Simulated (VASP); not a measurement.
# InSb (I-4m2) in VASP: a series of runs

The runs below take InSb through single point, with LDA.

Everything below comes from runs of VASP 6.6.1. Logs are shortened: lines on timing, memory, paths and dates and some standing lists are left out, and cuts for length are marked.

## Step 1: The cell of the first run

Symmetry: I-4m2, No. 119, tetragonal system. The conventional cell has a = 4.581 Å, b = 4.581 Å, c = 6.219 Å, α = 90.00°, β = 90.00°, γ = 90.00°. In (site symmetry -4m2) has 4 Sb at 2.77 Å within 3.6 Å. Sb (site symmetry -4m2) has 4 In at 2.77 Å within 3.6 Å.

## Step 2: Single point, LDA (strain -0.0400 x Voigt [0, 0, 1, 0, 0, 0])

INCAR

```
SYSTEM = InSb
  PREC = Accurate
  ENCUT = 520
  EDIFF = 1E-6
  ISMEAR = 0
  SIGMA = 0.15
  LREAL = .FALSE.
  LASPH = .TRUE.
  NELM = 80
  ALGO = Normal
  ISIF = 2
  LWAVE = .FALSE.
  LCHARG = .FALSE.
  NBANDS = 16
```

KPOINTS

```
regular mesh
0
G
  12 12 12
  0 0 0
```

POSCAR

```
InSb
1.0
    0.0000000000      3.2391000000      3.1095360000
    3.2391000000      0.0000000000      3.1095360000
    3.2391000000      3.2391000000      0.0000000000
In Sb
1 1
Direct
    0.0000000000      0.0000000000      0.0000000000
    0.7500000000      0.7500000000      0.7500000000
```

Potentials or basis: VASP PAW LDA potentials, release 64 (In_d, Sb).

Started as:

```sh
$ cat potpaw_LDA.64/In_d/POTCAR potpaw_LDA.64/Sb/POTCAR > POTCAR
$ mpirun -np 1 vasp_std > vasp.out
```

OUTCAR:

```text
SYSTEM = InSb
   PREC = Accurate
   ENCUT = 520
   EDIFF = 1E-6
   ISMEAR = 0
   LREAL = .FALSE.
   LASPH = .TRUE.
   NELM = 80
   ISIF = 2

 ion  position               nearest neighbor table
   1  0.000  0.000  0.000-   2 2.77   2 2.77   2 2.77   2 2.77
   2  0.750  0.750  0.750-   1 2.77   1 2.77   1 2.77   1 2.77

  LATTYP: Found a body centered tetragonal cell.
 ALAT       =     4.5807791499
 C/A-ratio  =     1.3576450199

  Lattice vectors:

 A1 = (   0.0000000000,  -3.2391000000,  -3.1095360000)
 A2 = (   0.0000000000,   3.2391000000,  -3.1095360000)
 A3 = (   3.2391000000,   0.0000000000,   3.1095360000)

Analysis of symmetry for initial positions (statically):
=====================================================================
 Subroutine PRICEL returns:
 Original cell was already a primitive cell.

 Routine SETGRP: Setting up the symmetry group for a
 body centered tetragonal supercell.

 Subroutine GETGRP returns: Found  8 space group operations
 (whereof  8 operations were pure point group operations)
 out of a pool of 16 trial point group operations.

The static configuration has the point symmetry D_2d.

Analysis of symmetry for dynamics (positions and initial velocities):
=====================================================================
 Subroutine PRICEL returns:
 Original cell was already a primitive cell.

 Routine SETGRP: Setting up the symmetry group for a
 body centered tetragonal supercell.

 Subroutine GETGRP returns: Found  8 space group operations
 (whereof  8 operations were pure point group operations)
 out of a pool of 16 trial point group operations.

The dynamic configuration has the point symmetry D_2d.

 Subroutine INISYM returns: Found  8 space group operations
 (whereof  8 operations are pure point group operations),
 and found     1 'primitive' translations

----------------------------------------------------------------------------------------

                                     Primitive cell

  volume of cell :      65.2491

  direct lattice vectors                    reciprocal lattice vectors
     0.000000000  3.239100000  3.109536000    -0.154363867  0.154363867  0.160795694
     3.239100000  0.000000000  3.109536000     0.154363867 -0.154363867  0.160795694
     3.239100000  3.239100000  0.000000000     0.154363867  0.154363867 -0.160795694

  length of vectors
     4.490098322  4.490098322  4.580779150     0.271130341  0.271130341  0.271130341

  position of ions in fractional coordinates (direct lattice)
     0.000000000  0.000000000  0.000000000
     0.750000000  0.750000000  0.750000000

  ion indices of the primitive-cell ions
   primitive index   ion index
[... 73 lines left out ...]
   NELM   =     80;   NELMIN=  2; NELMDL= -5     # of ELM steps
   EDIFF  = 0.1E-05   stopping-criterion for ELM
   LREAL  =      F    real-space projection
   EDIFFG = 0.1E-04   stopping-criterion for IOM
   NSW    =      0    number of steps for IOM
   IBRION =     -1    ionic relax: 0-MD 1-quasi-New 2-CG
   NFREE  =      0    steps in history (QN), initial steepest desc. (CG)
   ISIF   =      2    stress and relaxation
   ISYM   =      2    0-nonsym 1-usesym 2-fastsym
   POTIM  = 0.5000    time-step for ionic-motion
   TEBEG  =    0.0;   TEEND  =   0.0 temperature during run
   PSTRESS=    0.0 pullay stress
   NELECT =      18.0000    total number of electrons
   NUPDOWN=      -1.0000    fix difference up-down
   EMIN   =  10.00;   EMAX   =-10.00  energy-range for DOS
   EFERMI =   0.00;   METHOD = LEGACY
   ISMEAR =     0;   SIGMA  =   0.15  broadening in eV -4-tet -1-fermi 0-gaus
   EFERMI_NEDOS =   21; number of points for ismear=-14 and -15
   IALGO  =     38    algorithm
   IMIX   =      4    mixing-type and parameters
     AMIX     =   0.40;   BMIX     =  1.00
     AMIX_MAG =   1.60;   BMIX_MAG =  1.00
  volume/ion in A,a.u.               =      32.62       220.16
  Fermi-wavevector in a.u.,A,eV,Ry     =   1.065715  2.013909 15.452783  1.135748
  Thomas-Fermi vector in A             =   2.201275
   LORBIT       =      0    0 simple, 1 ext, 2 COOP (PROOUT), +10 PAW based schemes
   GGA     = CA    functional components
   LHFCALC =     F    Hartree Fock is set to
   AEXX    =    0.0000 exact exchange contribution
   IVDW    =     0    specifies the selected vdW correction
   LEPSILON=     F    determine dielectric tensor
   LRPA    =     F    only Hartree local field effects (RPA)
 non-spin polarized calculation
 Gauss-broadening in eV      SIGMA  =   0.15
  energy-cutoff  :      520.00
  volume of cell :       65.25
 maximum number of plane-waves:      1780
 NGX is ok and might be reduce to    36
   NGX = 17   NGY = 17   NGZ = 17

 number of electron      18.0000001 magnetization

 Free energy of the ion-electron system (eV)
  ---------------------------------------------------
  ext. energy  EPLUGINS =         0.00000000
  ---------------------------------------------------
  free energy    TOTEN  =        -8.20153689 eV

  energy without entropy =       -8.20133107  energy(sigma->0) =       -8.20143398

 E-fermi :   5.4841     XC(G=0):  -9.1670

 val. band max:        5.4708622139   @ k =   0.0000   0.0000   0.0000
 cond. band min:       5.8147113684   @ k =   0.5000  -0.0000   0.0000
 fundamental gap:      0.3438491545
 Fermi energy:         5.4840599715

 k-point     1 :       0.0000    0.0000    0.0000
  band No.  band energies     occupation
      1      -9.3172      2.00000
      2      -9.3172      2.00000
      3      -9.3102      2.00000
      4      -9.2176      2.00000
      5      -9.2143      2.00000
      6      -5.6995      2.00000
[... 433 lines left out ...]
      3      -9.2862      2.00000
      4      -9.2220      2.00000
      5      -9.2111      2.00000
      6      -4.0542      2.00000
[... 8 lines left out ...]
     15      13.6396      0.00000
     16      14.0369      0.00000

 [... further k-points ...]
[... 5 lines left out ...]
  --------------------------------------------------------------------------------------
  -------------------------------------------------------------------------------------
  Total        0.4420385      0.4420385      0.8832803      0.0000000     -0.0000000      0.0000000
  in kB       10.8541636     10.8541636     21.6887663      0.0000000     -0.0000000      0.0000000
  external PRESSURE =      14.4656978 kB  Pullay stress =       0.0000000 kB

 VOLUME and BASIS-vectors are now :
 -----------------------------------------------------------------------------
  energy-cutoff  :      520.00
  volume of cell :       65.25
      direct lattice vectors                 reciprocal lattice vectors
     0.000000000  3.239100000  3.109536000    -0.154363867  0.154363867  0.160795694
     3.239100000  0.000000000  3.109536000     0.154363867 -0.154363867  0.160795694
     3.239100000  3.239100000  0.000000000     0.154363867  0.154363867 -0.160795694

 POSITION                                       TOTAL-FORCE (eV/Angst)
 -----------------------------------------------------------------------------------
      0.00000      0.00000      0.00000        -0.000000     -0.000000      0.000000
      4.85865      4.85865      4.66430         0.000000      0.000000     -0.000000
 -----------------------------------------------------------------------------------
    total drift:                               -0.000000     -0.000000      0.000001

  FREE ENERGIE OF THE ION-ELECTRON SYSTEM (eV)
  ---------------------------------------------------
  free  energy   TOTEN  =        -8.2015368923 eV

  energy  without entropy=       -8.2013310687  energy(sigma->0) =       -8.20143398
```

OSZICAR:

```text
N       E                     dE             d eps       ncg     rms          rms(c)
DAV:   1     0.114708253368E+03    0.11471E+03   -0.79023E+03  5216   0.113E+03
DAV:   2    -0.981310454994E+00   -0.11569E+03   -0.11184E+03  5952   0.283E+02
DAV:   3    -0.815130583158E+01   -0.71700E+01   -0.71471E+01  6600   0.728E+01
DAV:   4    -0.835853163498E+01   -0.20723E+00   -0.20719E+00  6608   0.144E+01
DAV:   5    -0.837014404172E+01   -0.11612E-01   -0.11612E-01  8016   0.276E+00    0.461E+00
DAV:   6    -0.823644236181E+01    0.13370E+00   -0.15626E-01  7520   0.634E+00    0.260E+00
DAV:   7    -0.820316181912E+01    0.33281E-01   -0.73366E-02  7400   0.255E+00    0.560E-01
DAV:   8    -0.820147129057E+01    0.16905E-02   -0.74860E-03  6904   0.102E+00    0.339E-01
DAV:   9    -0.820155794687E+01   -0.86656E-04   -0.73818E-04  6680   0.238E-01    0.985E-02
DAV:  10    -0.820153365289E+01    0.24294E-04   -0.51065E-05  6152   0.550E-02    0.356E-02
DAV:  11    -0.820153703702E+01   -0.33841E-05   -0.10502E-05  6736   0.400E-02    0.247E-02
DAV:  12    -0.820153689227E+01    0.14475E-06   -0.60409E-07  4832   0.851E-03
   1 F= -.82015369E+01 E0= -.82014340E+01  d E =-.205824E-03
```

Run time: 96 s. Hardware: 1 thread of Intel Xeon Platinum 8488C (Sapphire Rapids), shared host; peak memory 0.31 GiB.

Results:

| Quantity | Value |
| --- | --- |
| Free energy | -8.2015 eV |
| Pressure | 1.4 GPa |

Stress tensor (GPa, compression positive):
```
1.09 0.00 0.00
0.00 1.09 0.00
0.00 0.00 2.17
```

Caveat: the cell differs from its parent crystal (strain -0.0400 x Voigt [0, 0, 1, 0, 0, 0]); spin-orbit coupling is left out, which moves the levels of the heavy elements.

## Step 3: Single point, LDA (strain -0.0300 x Voigt [0, 0, 1, 0, 0, 0])

INCAR

```
PREC     = Accurate       # precision mode
ENCUT    = 520            # plane-wave cutoff, eV
EDIFF    = 1E-6           # SCF threshold, eV
ISMEAR   = 0              # smearing method
SIGMA    = 0.15           # smearing width, eV
LREAL    = F              # projectors in reciprocal space
LASPH    = T              # aspherical terms in the spheres
NELM     = 80             # most SCF steps
ALGO     = Normal         # electronic algorithm
ISIF     = 2              # what is computed and relaxed
LWAVE    = F              # write WAVECAR
LCHARG   = F              # write CHGCAR
NBANDS   = 16             # bands
```

KPOINTS

```
regular mesh
0
Gamma
  12 12 12
```

POSCAR

```
InSb
1.0
    0.0000000000      3.2391000000      3.1419270000
    3.2391000000      0.0000000000      3.1419270000
    3.2391000000      3.2391000000      0.0000000000
In Sb
1 1
Direct
    0.0000000000      0.0000000000      0.0000000000
    0.7500000000      0.7500000000      0.7500000000
```

Potentials or basis: VASP PAW LDA potentials, release 64 (In_d, Sb).

Started as:

```sh
$ cat potpaw_LDA.64/In_d/POTCAR potpaw_LDA.64/Sb/POTCAR > POTCAR
$ mpirun -np 1 vasp_std > vasp.out
```

It took 2 min on 1 thread of Intel Xeon Platinum 8488C (Sapphire Rapids), shared host; peak memory 0.31 GiB.

It converged, with:

- Free energy: -8.2094 eV
- Pressure: 0.9 GPa

Stress tensor (GPa, compression positive):
```
0.64 0.00 0.00
0.00 0.64 0.00
0.00 0.00 1.47
```

Levels at points of the mesh, in eV from the Fermi level:
| k point | band 7 | band 8 | band 9 | band 10 | band 11 | band 12 |
| --- | --- | --- | --- | --- | --- | --- |
| (0.00, 0.00, 0.00) | -0.32 | -0.18 | -0.18 | -0.03 | 2.73 | 2.80 |
| (0.50, 0.00, 0.00) | -5.95 | -1.29 | -1.09 | 0.33 | 3.56 | 3.73 |
| (0.50, 0.50, 0.00) | -6.15 | -2.62 | -2.62 | 0.95 | 0.96 | 8.10 |
| (0.50, 0.00, 0.50) | -6.29 | -2.46 | -2.44 | 1.12 | 1.18 | 7.99 |

Caveat: the cell differs from its parent crystal (strain -0.0300 x Voigt [0, 0, 1, 0, 0, 0]); spin-orbit coupling is left out, which moves the levels of the heavy elements.
